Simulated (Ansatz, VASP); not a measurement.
## La2O in VASP and in Ansatz

```
CELL_PARAMETERS angstrom
0.00000 3.19146 3.19146
3.19146 0.00000 3.19146
3.19146 3.19146 0.00000
ATOMIC_POSITIONS crystal
La 0.25000 0.25000 0.25000
La 0.75000 0.75000 0.75000
O 0.00000 0.00000 0.00000
```

Change from the starting cell: species swapped into the Na2S type (Fm-3m, No. 225).

Alike in both runs: functional PBE; k mesh 12 × 12 × 12; occupations gaussian, width 0.1 eV; no spin polarisation.

Ansatz relaxed the structure, and its values are those at the end. VASP's run is a single point on that final structure, the one shown.

|  | VASP | Ansatz |
| --- | --- | --- |
| version | VASP 6.6.1 | Ansatz 0.2.0 |
| potentials or method | VASP PAW PBE potentials, release 64 (La, O), cutoff 520 eV | scalar-relativistic, plane waves, PAW |
| valence electrons in the cell | 28 | 28 |

```csv
,VASP,Ansatz,Ansatz less VASP
gap on the k mesh at the Fermi level (eV),none,none,-
pressure (GPa),-0.1,0.0,+0.09
```

A gap of «none» marks a metal or a gap that the smearing closes.

Spin-orbit coupling is off throughout.
